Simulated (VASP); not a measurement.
# SnO2 (Pbcn) in VASP: a series of runs, part 2 of 2

VASP 6.6.1. The steps go on from the part before.

## (4) Single point, LDA

This run uses another cell than the first one, of 11.62 Å³/atom, 1.031 times its volume.

INCAR reads:

```
SYSTEM = SnO2
PREC = Accurate
ENCUT = 520
EDIFF = 1E-6
ISMEAR = 0
SIGMA = 0.02
LREAL = .FALSE.
LASPH = .TRUE.
NELM = 60
ALGO = Normal
ISIF = 2
LWAVE = .FALSE.
LCHARG = .FALSE.
GGA = CA
NBANDS = 64
LUSENCCL = .FALSE.
```

KPOINTS reads:

```
regular mesh
0
G
  6 6 6
  0 0 0
```

POSCAR reads:

```
SnO2
1.0
    4.7034523208      0.0000000000      0.0000000000
    0.0000000000      5.6951729271      0.0000000000
    0.0000000000      0.0000000000      5.2043295035
Sn O
4 8
Direct
    0.5000000000      0.6673206304      0.7500000000
    0.0000000000      0.8326793696      0.2500000000
    0.5000000000      0.3326793696      0.2500000000
    0.0000000000      0.1673206304      0.7500000000
    0.7310207142      0.6049099314      0.0776301508
    0.2310207142      0.8950900686      0.9223698492
    0.7689792858      0.8950900686      0.5776301508
    0.2689792858      0.6049099314      0.4223698492
    0.7310207142      0.3950900686      0.5776301508
    0.2310207142      0.1049099314      0.4223698492
    0.7689792858      0.1049099314      0.0776301508
    0.2689792858      0.3950900686      0.9223698492
```

Potentials or basis: VASP PAW LDA potentials, release 64 (Sn_d, O).

On the command line:

```
$ cat potpaw_LDA.64/Sn_d/POTCAR potpaw_LDA.64/O/POTCAR > POTCAR
$ mpirun -np 1 vasp_std > vasp.out
```

OUTCAR:

```text
SYSTEM = SnO2
   PREC = Accurate
   ENCUT = 520
   EDIFF = 1E-6
   ISMEAR = 0
   LREAL = .FALSE.
   LASPH = .TRUE.
   NELM = 60
   ISIF = 2
   GGA = CA

 ion  position               nearest neighbor table
   1  0.500  0.667  0.750-   6 2.02   7 2.02   5 2.05   8 2.05   9 2.10  12 2.10   3 3.23   3 3.23
                             2 3.63   2 3.63   2 3.63   2 3.63   4 3.69   4 3.69   4 3.69   4 3.69
   2  0.000  0.833  0.250-   5 2.02   8 2.02   7 2.05   6 2.05  10 2.10  11 2.10   4 3.23   4 3.23
                             1 3.63   1 3.63   1 3.63   1 3.63   3 3.69   3 3.69   3 3.69   3 3.69
   3  0.500  0.333  0.250-  10 2.02  11 2.02   9 2.05  12 2.05   5 2.10   8 2.10   1 3.23   1 3.23
                             4 3.63   4 3.63   4 3.63   4 3.63   2 3.69   2 3.69   2 3.69   2 3.69
   4  0.000  0.167  0.750-   9 2.02  12 2.02  11 2.05  10 2.05   6 2.10   7 2.10   2 3.23   2 3.23
                             3 3.63   3 3.63   3 3.63   3 3.63   1 3.69   1 3.69   1 3.69   1 3.69
   5  0.731  0.605  0.078-   2 2.02   1 2.05   3 2.10
   6  0.231  0.895  0.922-   1 2.02   2 2.05   4 2.10
   7  0.769  0.895  0.578-   1 2.02   2 2.05   4 2.10
   8  0.269  0.605  0.422-   2 2.02   1 2.05   3 2.10
   9  0.731  0.395  0.578-   4 2.02   3 2.05   1 2.10
  10  0.231  0.105  0.422-   3 2.02   4 2.05   2 2.10
  11  0.769  0.105  0.078-   3 2.02   4 2.05   2 2.10
  12  0.269  0.395  0.922-   4 2.02   3 2.05   1 2.10

  LATTYP: Found a simple orthorhombic cell.
 ALAT       =     4.7034523208
 B/A-ratio  =     1.1064913915
 C/A-ratio  =     1.2108495077

  Lattice vectors:

 A1 = (  -4.7034523208,   0.0000000000,   0.0000000000)
 A2 = (   0.0000000000,   0.0000000000,   5.2043295035)
 A3 = (   0.0000000000,   5.6951729271,   0.0000000000)

Analysis of symmetry for initial positions (statically):
=====================================================================
 Subroutine PRICEL returns:
 Original cell was already a primitive cell.

 Routine SETGRP: Setting up the symmetry group for a
 simple orthorhombic supercell.

 Subroutine GETGRP returns: Found  8 space group operations
 (whereof  2 operations were pure point group operations)
[... 173 lines left out ...]
 maximum number of plane-waves:      3780
 NGX is ok and might be reduce to    36
   NGX = 17   NGY = 21   NGZ = 19

 number of electron     103.9999972 magnetization

 Free energy of the ion-electron system (eV)
  ---------------------------------------------------
  ext. energy  EPLUGINS =         0.00000000
  ---------------------------------------------------
  free energy    TOTEN  =       -84.41430451 eV

  energy without entropy =      -84.41430451  energy(sigma->0) =      -84.41430451

 E-fermi :   5.9983     XC(G=0): -11.9741

 val. band max:        5.8550851812   @ k =   0.0000   0.0000   0.0000
 cond. band min:       7.3930961434   @ k =   0.0000   0.0000   0.0000
 fundamental gap:      1.5380109622
 Fermi energy:         5.9982638859

 k-point     1 :       0.0000    0.0000    0.0000
  band No.  band energies     occupation
      1     -14.7021      2.00000
      2     -14.5664      2.00000
      3     -14.4774      2.00000
      4     -14.1663      2.00000
      5     -14.0274      2.00000
      6     -13.8628      2.00000
[... 1597 lines left out ...]
     63      16.7149      0.00000
     64      16.7194      0.00000

 [... further k-points ...]

------------------------ aborting loop because EDIFF is reached ----------------------------------------

  FORCE on cell =-STRESS in cart. coord.  units (eV):
  Direction    XX          YY          ZZ          XY          YZ          ZX
  --------------------------------------------------------------------------------------
  -------------------------------------------------------------------------------------
  Total        0.8738609      0.8676017      1.0415285      0.0000000      0.0000000      0.0000000
  in kB       10.0430232      9.9710870     11.9699761      0.0000000      0.0000000      0.0000000
  external PRESSURE =      10.6613621 kB  Pullay stress =       0.0000000 kB

 VOLUME and BASIS-vectors are now :
 -----------------------------------------------------------------------------
  energy-cutoff  :      520.00
  volume of cell :      139.41
      direct lattice vectors                 reciprocal lattice vectors
     4.703452321  0.000000000  0.000000000     0.212609788  0.000000000  0.000000000
     0.000000000  5.695172927  0.000000000     0.000000000  0.175587293  0.000000000
     0.000000000  0.000000000  5.204329504     0.000000000  0.000000000  0.192147711

 POSITION                                       TOTAL-FORCE (eV/Angst)
 -----------------------------------------------------------------------------------
      2.35173      3.80051      3.90325        -0.000000      0.018910      0.000000
      0.00000      4.74225      1.30108         0.000000     -0.018910      0.000000
      2.35173      1.89467      1.30108         0.000000     -0.018910      0.000000
      0.00000      0.95292      3.90325        -0.000000      0.018910      0.000000
      3.43832      3.44507      0.40401         0.013343     -0.009459      0.005190
      1.08659      5.09769      4.80032         0.013343      0.009459     -0.005190
      3.61686      5.09769      3.00618        -0.013343      0.009459      0.005190
      1.26513      3.44507      2.19815        -0.013343     -0.009459     -0.005190
      3.43832      2.25011      3.00618         0.013343      0.009459      0.005190
      1.08659      0.59748      2.19815         0.013343     -0.009459     -0.005190
      3.61686      0.59748      0.40401        -0.013343     -0.009459      0.005190
      1.26513      2.25011      4.80032        -0.013343      0.009459     -0.005190
 -----------------------------------------------------------------------------------
    total drift:                                0.000000      0.000000      0.000000

  FREE ENERGIE OF THE ION-ELECTRON SYSTEM (eV)
  ---------------------------------------------------
  free  energy   TOTEN  =       -84.4143045112 eV

  energy  without entropy=      -84.4143045112  energy(sigma->0) =      -84.41430451
```

stdout:

```text
Offloading initialized ...    1 GPUs detected
 POSCAR found type information on POSCAR SnO
 POSCAR found :  2 types and      12 ions
 scaLAPACK will be used selectively (only on CPU)
 LDA part: xc-table for (Slater(with rela. corr.)+CA(PZ))
 , standard interpolation
 POSCAR, INCAR and KPOINTS ok, starting setup
 FFT: planning ... GRIDC
 FFT: planning ... GRID_SOFT
 FFT: planning ... GRID
 WAVECAR not read
 entering main loop
```

Wall time 5.1 min (1 × NVIDIA H100 80GB with 1 thread of AMD EPYC 7R13 (Zen 3), shared host); peak memory 1.5 GiB.

Results:

```yaml
Free_energy: -84.4143 eV
Pressure: 1.1 GPa
Largest_force: 0.019 eV/Å
Band_gap_on_the_k_mesh: 1.54 eV, direct
```

Forces on the atoms (eV/Å):
```
Sn   0.000  0.019  0.000
Sn   0.000 -0.019  0.000
Sn   0.000 -0.019  0.000
Sn   0.000  0.019  0.000
O    0.013 -0.009  0.005
O    0.013  0.009 -0.005
O   -0.013  0.009  0.005
O   -0.013 -0.009 -0.005
O    0.013  0.009  0.005
O    0.013 -0.009 -0.005
O   -0.013 -0.009  0.005
O   -0.013  0.009 -0.005
```

Stress tensor (GPa, compression positive):
```
1.00 0.00 0.00
0.00 1.00 0.00
0.00 0.00 1.20
```

Levels at points of the mesh, in eV from the valence-band top:
```
           k point  band 48  band 49  band 50  band 51  band 52  band 53  band 54  band 55  band 56  band 57
(0.00, 0.00, 0.00)    -0.60    -0.58    -0.17    -0.13     0.00     1.54     6.26     6.31     6.76     7.00
(0.50, 0.00, 0.00)    -0.83    -0.29    -0.29    -0.04    -0.04     4.65     4.65     5.35     5.35     8.31
(0.00, 0.50, 0.00)    -1.01    -0.93    -0.93    -0.09    -0.09     4.23     4.23     6.94     6.94     8.74
(0.50, 0.50, 0.00)    -0.69    -0.59    -0.59    -0.20    -0.20     5.09     5.09     6.17     6.17     8.67
(0.00, 0.00, 0.50)    -0.76    -0.25    -0.25    -0.17    -0.17     4.58     4.58     6.23     6.23     7.77
(0.50, 0.00, 0.50)    -0.89    -0.23    -0.23    -0.23    -0.23     5.06     5.06     5.06     5.06     8.17
(0.00, 0.50, 0.50)    -1.16    -0.32    -0.32    -0.32    -0.32     5.65     5.65     5.65     5.65     8.77
(0.50, 0.50, 0.50)    -1.06    -0.38    -0.38    -0.38    -0.38     5.52     5.52     5.52     5.52     8.64
```

Caveat: spin-orbit coupling is left out, which moves the levels of the heavy elements. A hybrid or GW would open this gap; LDA tends to underestimate it.

## (5) Single point, LDA

This run uses another cell than the first one, of 11.62 Å³/atom, 1.031 times its volume.

INCAR reads:

```
ALGO = Normal
EDIFF = 1E-6
ENCUT = 520
GGA = CA
ISIF = 2
ISMEAR = 0
LASPH = True
LCHARG = False
LREAL = False
LUSENCCL = False
LWAVE = False
NBANDS = 64
NELM = 80
PREC = Accurate
SIGMA = 0.02
```

KPOINTS reads:

```
k-points
0
Gamma
  6 6 6
```

POSCAR is that of step 4.

Potentials or basis: VASP PAW LDA potentials, release 64 (Sn_d, O).

On the command line:

```
$ cat potpaw_LDA.64/Sn_d/POTCAR potpaw_LDA.64/O/POTCAR > POTCAR
$ mpirun -np 1 vasp_std > vasp.out
```

OUTCAR:

```text
EDIFF = 1E-6
   ENCUT = 520
   GGA = CA
   ISIF = 2
   ISMEAR = 0
   LASPH = True
   LREAL = False
   NELM = 80
   PREC = Accurate

 ion  position               nearest neighbor table
   1  0.500  0.667  0.750-   6 2.02   7 2.02   5 2.05   8 2.05   9 2.10  12 2.10   3 3.23   3 3.23
                             2 3.63   2 3.63   2 3.63   2 3.63   4 3.69   4 3.69   4 3.69   4 3.69
   2  0.000  0.833  0.250-   5 2.02   8 2.02   7 2.05   6 2.05  10 2.10  11 2.10   4 3.23   4 3.23
                             1 3.63   1 3.63   1 3.63   1 3.63   3 3.69   3 3.69   3 3.69   3 3.69
   3  0.500  0.333  0.250-  10 2.02  11 2.02   9 2.05  12 2.05   5 2.10   8 2.10   1 3.23   1 3.23
                             4 3.63   4 3.63   4 3.63   4 3.63   2 3.69   2 3.69   2 3.69   2 3.69
   4  0.000  0.167  0.750-   9 2.02  12 2.02  11 2.05  10 2.05   6 2.10   7 2.10   2 3.23   2 3.23
                             3 3.63   3 3.63   3 3.63   3 3.63   1 3.69   1 3.69   1 3.69   1 3.69
   5  0.731  0.605  0.078-   2 2.02   1 2.05   3 2.10
   6  0.231  0.895  0.922-   1 2.02   2 2.05   4 2.10
   7  0.769  0.895  0.578-   1 2.02   2 2.05   4 2.10
   8  0.269  0.605  0.422-   2 2.02   1 2.05   3 2.10
   9  0.731  0.395  0.578-   4 2.02   3 2.05   1 2.10
  10  0.231  0.105  0.422-   3 2.02   4 2.05   2 2.10
  11  0.769  0.105  0.078-   3 2.02   4 2.05   2 2.10
  12  0.269  0.395  0.922-   4 2.02   3 2.05   1 2.10

  LATTYP: Found a simple orthorhombic cell.
 ALAT       =     4.7034523208
 B/A-ratio  =     1.1064913915
 C/A-ratio  =     1.2108495077

  Lattice vectors:

 A1 = (  -4.7034523208,   0.0000000000,   0.0000000000)
 A2 = (   0.0000000000,   0.0000000000,   5.2043295035)
 A3 = (   0.0000000000,   5.6951729271,   0.0000000000)

Analysis of symmetry for initial positions (statically):
=====================================================================
 Subroutine PRICEL returns:
 Original cell was already a primitive cell.

 Routine SETGRP: Setting up the symmetry group for a
 simple orthorhombic supercell.

 Subroutine GETGRP returns: Found  8 space group operations
 (whereof  2 operations were pure point group operations)
 out of a pool of  8 trial point group operations.

The static configuration has the point symmetry S_2 .
 The point group associated with its full space group is D_2h.

Analysis of symmetry for dynamics (positions and initial velocities):
=====================================================================
 Subroutine PRICEL returns:
 Original cell was already a primitive cell.

 Routine SETGRP: Setting up the symmetry group for a
 simple orthorhombic supercell.

 Subroutine GETGRP returns: Found  8 space group operations
 (whereof  2 operations were pure point group operations)
 out of a pool of  8 trial point group operations.

The dynamic configuration has the point symmetry S_2 .
 The point group associated with its full space group is D_2h.

 Subroutine INISYM returns: Found  8 space group operations
 (whereof  2 operations are pure point group operations),
 and found     1 'primitive' translations

----------------------------------------------------------------------------------------

                                     Primitive cell

  volume of cell :     139.4082

  direct lattice vectors                    reciprocal lattice vectors
[... 94 lines left out ...]
   ions per type =               4   8
   NGX,Y,Z   is equivalent  to a cutoff of  12.72, 12.26, 12.78 a.u.
   NGXF,Y,Z  is equivalent  to a cutoff of  25.45, 24.52, 25.56 a.u.
 SYSTEM =  unknown system
   PREC   = accura    normal or accurate (medium, high low for compatibility)
   ISTART =      0    job   : 0-new  1-cont  2-samecut
   ICHARG =      2    charge: 1-file 2-atom 10-const
   ISPIN  =      1    spin polarized calculation?
   LNONCOLLINEAR =      F non collinear calculations
   LSORBIT =      F    spin-orbit coupling
   LASPH  =      T    aspherical Exc in radial PAW
   ENCUT  =  520.0 eV  38.22 Ry    6.18 a.u.   8.75 10.59  9.68*2*pi/ulx,y,z
   NELM   =     80;   NELMIN=  2; NELMDL= -5     # of ELM steps
   EDIFF  = 0.1E-05   stopping-criterion for ELM
   LREAL  =      F    real-space projection
   EDIFFG = 0.1E-04   stopping-criterion for IOM
   NSW    =      0    number of steps for IOM
   IBRION =     -1    ionic relax: 0-MD 1-quasi-New 2-CG
   NFREE  =      0    steps in history (QN), initial steepest desc. (CG)
   ISIF   =      2    stress and relaxation
   ISYM   =      2    0-nonsym 1-usesym 2-fastsym
   POTIM  = 0.5000    time-step for ionic-motion
   TEBEG  =    0.0;   TEEND  =   0.0 temperature during run
   PSTRESS=    0.0 pullay stress
   NELECT =     104.0000    total number of electrons
   NUPDOWN=      -1.0000    fix difference up-down
   EMIN   =  10.00;   EMAX   =-10.00  energy-range for DOS
   EFERMI =   0.00;   METHOD = LEGACY
   ISMEAR =     0;   SIGMA  =   0.02  broadening in eV -4-tet -1-fermi 0-gaus
   EFERMI_NEDOS =   21; number of points for ismear=-14 and -15
   IALGO  =     38    algorithm
   IMIX   =      4    mixing-type and parameters
     AMIX     =   0.40;   BMIX     =  1.00
     AMIX_MAG =   1.60;   BMIX_MAG =  1.00
  volume/ion in A,a.u.               =      11.62        78.40
  Fermi-wavevector in a.u.,A,eV,Ry     =   1.484761  2.805791 29.994238  2.204514
  Thomas-Fermi vector in A             =   2.598257
   LORBIT       =      0    0 simple, 1 ext, 2 COOP (PROOUT), +10 PAW based schemes
   GGA     = CA    functional components
   LHFCALC =     F    Hartree Fock is set to
   AEXX    =    0.0000 exact exchange contribution
   IVDW    =     0    specifies the selected vdW correction
   LEPSILON=     F    determine dielectric tensor
   LRPA    =     F    only Hartree local field effects (RPA)
 non-spin polarized calculation
 Gauss-broadening in eV      SIGMA  =   0.02
  energy-cutoff  :      520.00
  volume of cell :      139.41
 maximum number of plane-waves:      3780
 NGX is ok and might be reduce to    36
   NGX = 17   NGY = 21   NGZ = 19

 number of electron     103.9999972 magnetization

 Free energy of the ion-electron system (eV)
  ---------------------------------------------------
  ext. energy  EPLUGINS =         0.00000000
  ---------------------------------------------------
  free energy    TOTEN  =       -84.41430451 eV

  energy without entropy =      -84.41430451  energy(sigma->0) =      -84.41430451

 E-fermi :   5.9983     XC(G=0): -11.9741

 val. band max:        5.8550851812   @ k =   0.0000   0.0000   0.0000
 cond. band min:       7.3930961434   @ k =   0.0000   0.0000   0.0000
 fundamental gap:      1.5380109622
 Fermi energy:         5.9982638859

 k-point     1 :       0.0000    0.0000    0.0000
  band No.  band energies     occupation
      1     -14.7021      2.00000
      2     -14.5664      2.00000
      3     -14.4774      2.00000
      4     -14.1663      2.00000
      5     -14.0274      2.00000
      6     -13.8628      2.00000
[... 1597 lines left out ...]
     63      16.7149      0.00000
     64      16.7194      0.00000

 [... further k-points ...]

------------------------ aborting loop because EDIFF is reached ----------------------------------------

  FORCE on cell =-STRESS in cart. coord.  units (eV):
  Direction    XX          YY          ZZ          XY          YZ          ZX
  --------------------------------------------------------------------------------------
  -------------------------------------------------------------------------------------
  Total        0.8738609      0.8676017      1.0415285      0.0000000      0.0000000      0.0000000
  in kB       10.0430231      9.9710872     11.9699763      0.0000000      0.0000000      0.0000000
  external PRESSURE =      10.6613622 kB  Pullay stress =       0.0000000 kB

 VOLUME and BASIS-vectors are now :
 -----------------------------------------------------------------------------
  energy-cutoff  :      520.00
  volume of cell :      139.41
      direct lattice vectors                 reciprocal lattice vectors
     4.703452321  0.000000000  0.000000000     0.212609788  0.000000000  0.000000000
     0.000000000  5.695172927  0.000000000     0.000000000  0.175587293  0.000000000
     0.000000000  0.000000000  5.204329504     0.000000000  0.000000000  0.192147711

 POSITION                                       TOTAL-FORCE (eV/Angst)
 -----------------------------------------------------------------------------------
      2.35173      3.80051      3.90325        -0.000000      0.018910     -0.000000
      0.00000      4.74225      1.30108        -0.000000     -0.018910      0.000000
      2.35173      1.89467      1.30108         0.000000     -0.018910      0.000000
      0.00000      0.95292      3.90325         0.000000      0.018910      0.000000
      3.43832      3.44507      0.40401         0.013343     -0.009459      0.005190
      1.08659      5.09769      4.80032         0.013343      0.009459     -0.005190
      3.61686      5.09769      3.00618        -0.013343      0.009459      0.005190
      1.26513      3.44507      2.19815        -0.013343     -0.009459     -0.005190
      3.43832      2.25011      3.00618         0.013343      0.009459      0.005190
      1.08659      0.59748      2.19815         0.013343     -0.009459     -0.005190
      3.61686      0.59748      0.40401        -0.013343     -0.009459      0.005190
      1.26513      2.25011      4.80032        -0.013343      0.009459     -0.005190
 -----------------------------------------------------------------------------------
    total drift:                                0.000000      0.000000      0.000000

  FREE ENERGIE OF THE ION-ELECTRON SYSTEM (eV)
  ---------------------------------------------------
  free  energy   TOTEN  =       -84.4143045112 eV

  energy  without entropy=      -84.4143045112  energy(sigma->0) =      -84.41430451
```

It took 6.1 min on 1 × NVIDIA H100 80GB with 1 thread of AMD EPYC 7R13 (Zen 3), shared host; peak memory 1.5 GiB.

What came out:

```
Free energy            : -84.4143 eV
Pressure               : 1.1 GPa
Largest force          : 0.019 eV/Å
Band gap on the k mesh : 1.54 eV, direct
```

Forces on the atoms (eV/Å):
```
Sn   0.000  0.019  0.000
Sn   0.000 -0.019  0.000
Sn   0.000 -0.019  0.000
Sn   0.000  0.019  0.000
O    0.013 -0.009  0.005
O    0.013  0.009 -0.005
O   -0.013  0.009  0.005
O   -0.013 -0.009 -0.005
O    0.013  0.009  0.005
O    0.013 -0.009 -0.005
O   -0.013 -0.009  0.005
O   -0.013  0.009 -0.005
```

Levels at points of the mesh, in eV from the valence-band top:
| k point | band 50 | band 51 | band 52 | band 53 | band 54 | band 55 |
| --- | --- | --- | --- | --- | --- | --- |
| (0.00, 0.00, 0.00) | -0.17 | -0.13 | 0.00 | 1.54 | 6.26 | 6.31 |
| (0.50, 0.00, 0.00) | -0.29 | -0.04 | -0.04 | 4.65 | 4.65 | 5.35 |
| (0.00, 0.50, 0.00) | -0.93 | -0.09 | -0.09 | 4.23 | 4.23 | 6.94 |
| (0.50, 0.50, 0.00) | -0.59 | -0.20 | -0.20 | 5.09 | 5.09 | 6.17 |
| (0.00, 0.00, 0.50) | -0.25 | -0.17 | -0.17 | 4.58 | 4.58 | 6.23 |
| (0.50, 0.00, 0.50) | -0.23 | -0.23 | -0.23 | 5.06 | 5.06 | 5.06 |
| (0.00, 0.50, 0.50) | -0.32 | -0.32 | -0.32 | 5.65 | 5.65 | 5.65 |
| (0.50, 0.50, 0.50) | -0.38 | -0.38 | -0.38 | 5.52 | 5.52 | 5.52 |

Caveat: spin-orbit coupling is left out, which moves the levels of the heavy elements. A hybrid or GW would open this gap; LDA tends to underestimate it.
